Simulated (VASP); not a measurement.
# SrO (Fm-3m) in VASP: a series of runs

Runs on SrO. Level: PBE. Tasks: single point.

Program: VASP 6.6.1. These are calculated values, not measurements. Logs are shortened: lines on timing, memory, paths and dates and some standing lists are left out, and cuts for length are marked.

## Step 1: The cell of the first run

The structure is cubic, space group Fm-3m (No. 225). Conventional cell: a = 4.985 Å, b = 4.985 Å, c = 4.985 Å, α = 90.00°, β = 90.00°, γ = 90.00°. Within 3.3 Å of Sr (site symmetry m-3m) lie 6 O at 2.49 Å. Within 3.3 Å of O (site symmetry m-3m) lie 6 Sr at 2.49 Å.

## Step 2: Single point, PBE (strain -0.030 along x and y, -0.030 along z)

Contents of INCAR:

```
SYSTEM = SrO
  PREC = Accurate
  ENCUT = 520
  EDIFF = 1E-6
  ISMEAR = 0
  SIGMA = 0.05
  LREAL = .FALSE.
  LASPH = .TRUE.
  NELM = 60
  ALGO = Normal
  ISIF = 2
  LWAVE = .FALSE.
  LCHARG = .TRUE.
  GGA = PE
  LELF = .TRUE.
  LVHAR = .TRUE.
  NBANDS = 15
```

Contents of KPOINTS:

```
regular mesh
0
G
  8 8 8
  0 0 0
```

Contents of POSCAR:

```
SrO
1.0
    0.0000000000      2.4927060000      2.4927060000
    2.4927060000      0.0000000000      2.4927060000
    2.4927060000      2.4927060000      0.0000000000
Sr O
1 1
Direct
    0.0000000000      0.0000000000      0.0000000000
    0.5000000000      0.5000000000      0.5000000000
```

Potentials or basis: VASP PAW PBE potentials, release 64 (Sr_sv, O).

On the command line:

```sh
$ cat potpaw_PBE.64/Sr_sv/POTCAR potpaw_PBE.64/O/POTCAR > POTCAR
$ mpirun -np 1 vasp_std > vasp.out
```

OUTCAR:

```text
SYSTEM = SrO
   PREC = Accurate
   ENCUT = 520
   EDIFF = 1E-6
   ISMEAR = 0
   LREAL = .FALSE.
   LASPH = .TRUE.
   NELM = 60
   ISIF = 2
   GGA = PE

 ion  position               nearest neighbor table
   1  0.000  0.000  0.000-   2 2.49   2 2.49   2 2.49   2 2.49   2 2.49   2 2.49
   2  0.500  0.500  0.500-   1 2.49   1 2.49   1 2.49   1 2.49   1 2.49   1 2.49

  LATTYP: Found a face centered cubic cell.
 ALAT       =     4.9854120000

  Lattice vectors:

 A1 = (   0.0000000000,   2.4927060000,   2.4927060000)
 A2 = (   2.4927060000,   0.0000000000,   2.4927060000)
 A3 = (   2.4927060000,   2.4927060000,   0.0000000000)

Analysis of symmetry for initial positions (statically):
=====================================================================
 Subroutine PRICEL returns:
 Original cell was already a primitive cell.

 Routine SETGRP: Setting up the symmetry group for a
 face centered cubic supercell.

 Subroutine GETGRP returns: Found 48 space group operations
 (whereof 48 operations were pure point group operations)
 out of a pool of 48 trial point group operations.

The static configuration has the point symmetry O_h .

Analysis of symmetry for dynamics (positions and initial velocities):
=====================================================================
 Subroutine PRICEL returns:
 Original cell was already a primitive cell.

 Routine SETGRP: Setting up the symmetry group for a
 face centered cubic supercell.

 Subroutine GETGRP returns: Found 48 space group operations
 (whereof 48 operations were pure point group operations)
 out of a pool of 48 trial point group operations.

The dynamic configuration has the point symmetry O_h .

 Subroutine INISYM returns: Found 48 space group operations
 (whereof 48 operations are pure point group operations),
 and found     1 'primitive' translations

----------------------------------------------------------------------------------------

                                     Primitive cell

  volume of cell :      30.9773

  direct lattice vectors                    reciprocal lattice vectors
     0.000000000  2.492706000  2.492706000    -0.200585227  0.200585227  0.200585227
     2.492706000  0.000000000  2.492706000     0.200585227 -0.200585227  0.200585227
     2.492706000  2.492706000  0.000000000     0.200585227  0.200585227 -0.200585227

  length of vectors
     3.525218632  3.525218632  3.525218632     0.347423805  0.347423805  0.347423805

  position of ions in fractional coordinates (direct lattice)
     0.000000000  0.000000000  0.000000000
     0.500000000  0.500000000  0.500000000

  ion indices of the primitive-cell ions
   primitive index   ion index
                 1           1
                 2           2

----------------------------------------------------------------------------------------

 KPOINTS: regular mesh

Automatic generation of k-mesh.
 Grid dimensions read from file:
 generate k-points for:    8    8    8

 Generating k-lattice:

  Cartesian coordinates                     Fractional coordinates (reciprocal lattice)
    -0.025073153  0.025073153  0.025073153     0.125000000  0.000000000  0.000000000
     0.025073153 -0.025073153  0.025073153     0.000000000  0.125000000  0.000000000
     0.025073153  0.025073153 -0.025073153     0.000000000  0.000000000  0.125000000

  Length of vectors
     0.043427976  0.043427976  0.043427976

  Shift w.r.t. Gamma in fractional coordinates (k-lattice)
     0.000000000  0.000000000  0.000000000

 Subroutine IBZKPT returns following result:
 ===========================================

 Found     29 irreducible k-points:

 Following reciprocal coordinates:
            Coordinates               Weight
  0.000000  0.000000  0.000000      1.000000
  0.125000  0.000000  0.000000      8.000000
  0.250000  0.000000  0.000000      8.000000
  0.375000  0.000000  0.000000      8.000000
  0.500000  0.000000  0.000000      4.000000
  0.125000  0.125000  0.000000      6.000000
[... 16 lines left out ...]
  0.500000  0.250000  0.125000     48.000000
 -0.375000  0.250000  0.125000     24.000000
 [... further k-points ...]
   k-points           NKPTS =     29   k-points in BZ     NKDIM =     29   number of bands    NBANDS=     15
   number of dos      NEDOS =    301   number of ions     NIONS =      2
   total plane-waves  NPLWV =  21952
   dimension x,y,z NGX =    28 NGY =   28 NGZ =   28
   dimension x,y,z NGXF=    56 NGYF=   56 NGZF=   56
   ions per type =               1   1
   NGX,Y,Z   is equivalent  to a cutoff of  13.20, 13.20, 13.20 a.u.
   NGXF,Y,Z  is equivalent  to a cutoff of  26.41, 26.41, 26.41 a.u.
 SYSTEM =  SrO
   PREC   = accura    normal or accurate (medium, high low for compatibility)
   ISTART =      0    job   : 0-new  1-cont  2-samecut
   ICHARG =      2    charge: 1-file 2-atom 10-const
   ISPIN  =      1    spin polarized calculation?
   LNONCOLLINEAR =      F non collinear calculations
   LSORBIT =      F    spin-orbit coupling
   LASPH  =      T    aspherical Exc in radial PAW
   ENCUT  =  520.0 eV  38.22 Ry    6.18 a.u.   6.55  6.55  6.55*2*pi/ulx,y,z
   NELM   =     60;   NELMIN=  2; NELMDL= -5     # of ELM steps
   EDIFF  = 0.1E-05   stopping-criterion for ELM
   LREAL  =      F    real-space projection
   EDIFFG = 0.1E-04   stopping-criterion for IOM
   NSW    =      0    number of steps for IOM
   IBRION =     -1    ionic relax: 0-MD 1-quasi-New 2-CG
   NFREE  =      0    steps in history (QN), initial steepest desc. (CG)
   ISIF   =      2    stress and relaxation
   ISYM   =      2    0-nonsym 1-usesym 2-fastsym
   POTIM  = 0.5000    time-step for ionic-motion
   TEBEG  =    0.0;   TEEND  =   0.0 temperature during run
   PSTRESS=    0.0 pullay stress
   NELECT =      16.0000    total number of electrons
   NUPDOWN=      -1.0000    fix difference up-down
   EMIN   =  10.00;   EMAX   =-10.00  energy-range for DOS
   EFERMI =   0.00;   METHOD = LEGACY
   ISMEAR =     0;   SIGMA  =   0.05  broadening in eV -4-tet -1-fermi 0-gaus
   EFERMI_NEDOS =   21; number of points for ismear=-14 and -15
   IALGO  =     38    algorithm
   IMIX   =      4    mixing-type and parameters
     AMIX     =   0.40;   BMIX     =  1.00
     AMIX_MAG =   1.60;   BMIX_MAG =  1.00
  volume/ion in A,a.u.               =      15.49       104.52
  Fermi-wavevector in a.u.,A,eV,Ry     =   1.313511  2.482176 23.474289  1.725312
  Thomas-Fermi vector in A             =   2.443829
   LORBIT       =      0    0 simple, 1 ext, 2 COOP (PROOUT), +10 PAW based schemes
   GGA     = PE    functional components
   LHFCALC =     F    Hartree Fock is set to
   AEXX    =    0.0000 exact exchange contribution
   IVDW    =     0    specifies the selected vdW correction
   LEPSILON=     F    determine dielectric tensor
   LRPA    =     F    only Hartree local field effects (RPA)
 non-spin polarized calculation
 Gauss-broadening in eV      SIGMA  =   0.05
  energy-cutoff  :      520.00
  volume of cell :       30.98
 maximum number of plane-waves:       869
 NGX is ok and might be reduce to    28
   NGX = 13   NGY = 13   NGZ = 13

 number of electron      16.0000002 magnetization

 Free energy of the ion-electron system (eV)
  ---------------------------------------------------
  ext. energy  EPLUGINS =         0.00000000
  ---------------------------------------------------
  free energy    TOTEN  =       -11.87805745 eV

  energy without entropy =      -11.87805745  energy(sigma->0) =      -11.87805745

 E-fermi :   2.4875     XC(G=0): -10.4737

 val. band max:        2.1289560700   @ k =   0.0000   0.0000   0.0000
 cond. band min:       5.3170264746   @ k =   0.5000   0.5000   0.0000
 fundamental gap:      3.1880704046
 Fermi energy:         2.4874799184

 k-point     1 :       0.0000    0.0000    0.0000
  band No.  band energies     occupation
      1     -29.9611      2.00000
      2     -13.0782      2.00000
      3     -11.4822      2.00000
      4     -11.4822      2.00000
      5     -11.4822      2.00000
      6       2.1290      2.00000
      7       2.1290      2.00000
      8       2.1290      2.00000
      9       6.8158      0.00000
     10       8.5309      0.00000
     11       8.5309      0.00000
     12       8.5309      0.00000
     13      10.9163      0.00000
     14      10.9163      0.00000
     15      15.2909      0.00000

 k-point     2 :       0.1250    0.0000    0.0000
  band No.  band energies     occupation
      1     -29.9314      2.00000
      2     -13.4581      2.00000
      3     -11.4971      2.00000
      4     -11.4971      2.00000
      5     -11.1713      2.00000
      6       1.6530      2.00000
      7       1.8940      2.00000
      8       1.8940      2.00000
      9       7.5446      0.00000
     10       8.3806      0.00000
     11       8.8705      0.00000
     12       8.8705      0.00000
     13      11.3923      0.00000
     14      11.3923      0.00000
     15      16.3887      0.00000

 k-point     3 :       0.2500    0.0000    0.0000
  band No.  band energies     occupation
      1     -29.8585      2.00000
      2     -14.1081      2.00000
      3     -11.5324      2.00000
      4     -11.5324      2.00000
      5     -10.6890      2.00000
      6       0.7599      2.00000
      7       1.3929      2.00000
      8       1.3929      2.00000
      9       8.3772      0.00000
     10       9.1418      0.00000
     11       9.7967      0.00000
     12       9.7967      0.00000
     13      12.5692      0.00000
     14      12.5692      0.00000
     15      18.6510      0.00000
[... 343 lines left out ...]
 k-point    23 :       0.5000    0.2500    0.1250
  band No.  band energies     occupation
      1     -29.7466      2.00000
      2     -14.3489      2.00000
      3     -11.9726      2.00000
      4     -11.7150      2.00000
      5     -10.6877      2.00000
      6       0.4907      2.00000
      7       1.0622      2.00000
      8       1.6132      2.00000
      9       7.8857      0.00000
     10       9.8972      0.00000
     11      11.7224      0.00000
     12      11.7303      0.00000
     13      14.0173      0.00000
     14      15.0975      0.00000
     15      17.5751      0.00000

 k-point    24 :      -0.3750    0.2500    0.1250
  band No.  band energies     occupation
      1     -29.7219      2.00000
      2     -14.4316      2.00000
      3     -12.0014      2.00000
      4     -11.7927      2.00000
      5     -10.6578      2.00000
      6       0.4379      2.00000
      7       1.1808      2.00000
      8       1.3025      2.00000
      9       8.8337      0.00000
     10       9.2293      0.00000
     11      12.2128      0.00000
     12      12.2363      0.00000
     13      14.5958      0.00000
     14      16.0418      0.00000
     15      16.6669      0.00000

 [... further k-points ...]

------------------------ aborting loop because EDIFF is reached ----------------------------------------

  FORCE on cell =-STRESS in cart. coord.  units (eV):
  Direction    XX          YY          ZZ          XY          YZ          ZX
  --------------------------------------------------------------------------------------
  -------------------------------------------------------------------------------------
  Total        2.8393655      2.8393655      2.8393655     -0.0000000     -0.0000000      0.0000000
  in kB      146.8549901    146.8549901    146.8549901     -0.0000000     -0.0000000      0.0000000
  external PRESSURE =     146.8549901 kB  Pullay stress =       0.0000000 kB

 VOLUME and BASIS-vectors are now :
 -----------------------------------------------------------------------------
  energy-cutoff  :      520.00
  volume of cell :       30.98
      direct lattice vectors                 reciprocal lattice vectors
     0.000000000  2.492706000  2.492706000    -0.200585227  0.200585227  0.200585227
     2.492706000  0.000000000  2.492706000     0.200585227 -0.200585227  0.200585227
     2.492706000  2.492706000  0.000000000     0.200585227  0.200585227 -0.200585227

 POSITION                                       TOTAL-FORCE (eV/Angst)
 -----------------------------------------------------------------------------------
      0.00000      0.00000      0.00000         0.000000     -0.000000      0.000000
      2.49271      2.49271      2.49271        -0.000000      0.000000     -0.000000
 -----------------------------------------------------------------------------------
    total drift:                                0.000000      0.000000      0.000000

  FREE ENERGIE OF THE ION-ELECTRON SYSTEM (eV)
  ---------------------------------------------------
  free  energy   TOTEN  =       -11.8780574531 eV

  energy  without entropy=      -11.8780574531  energy(sigma->0) =      -11.87805745
```

Run time: 7.4 s. Hardware: 1 thread of Intel Xeon 6975P-C (Granite Rapids), shared host; peak memory 0.16 GiB.

What came out:

| Property | Result |
| --- | --- |
| Free energy | -11.8781 eV |
| Pressure | 14.7 GPa |
| Band gap on the k mesh | 3.19 eV, indirect (least direct gap 3.20 eV) |

Caveat: the cell differs from its parent crystal (strain -0.030 along x and y, -0.030 along z). A k mesh can miss the band edges.

## Step 3: Single point, PBE (strain -0.015 along x and y, -0.015 along z)

Contents of INCAR:

```
  PREC = Accurate
  ENCUT = 520
  EDIFF = 1E-7
  ISMEAR = 0
  SIGMA = 0.05
  LREAL = False
  LASPH = True
  NELM = 100
  ALGO = Normal
  ISIF = 2
  LWAVE = False
  LCHARG = False
  GGA = PE
  NBANDS = 15
```

Contents of KPOINTS:

```
Automatic mesh
0
Gamma
  8 8 8
```

Contents of POSCAR:

```
SrO
1.0
    0.0000000000      2.5312530000      2.5312530000
    2.5312530000      0.0000000000      2.5312530000
    2.5312530000      2.5312530000      0.0000000000
Sr O
1 1
Direct
    0.0000000000      0.0000000000      0.0000000000
    0.5000000000      0.5000000000      0.5000000000
```

Potentials or basis: VASP PAW PBE potentials, release 64 (Sr_sv, O).

On the command line:

```sh
$ cat potpaw_PBE.64/Sr_sv/POTCAR potpaw_PBE.64/O/POTCAR > POTCAR
$ mpirun -np 1 vasp_std > vasp.out
```

It took 7.7 s on 1 thread of Intel Xeon 6975P-C (Granite Rapids), shared host; peak memory 0.16 GiB.

It converged, with:

* Free energy: -11.9837 eV
* Pressure: 8.5 GPa
* Band gap on the k mesh: 3.23 eV, indirect (least direct gap 3.29 eV)

Levels at points of the mesh, in eV from the valence-band top:
```tsv
k point	band 5	band 6	band 7	band 8	band 9	band 10	band 11	band 12
(0.00, 0.00, 0.00)	-13.82	0.00	0.00	0.00	4.33	6.31	6.31	6.31
(0.50, 0.00, 0.00)	-12.60	-2.26	-1.23	-1.23	6.76	8.84	9.12	9.12
(0.50, 0.50, 0.00)	-14.24	-0.35	-0.05	-0.05	3.23	8.17	10.48	10.81
```

Caveat: the cell differs from its parent crystal (strain -0.015 along x and y, -0.015 along z).

(Part 1 of 2 ends here.)
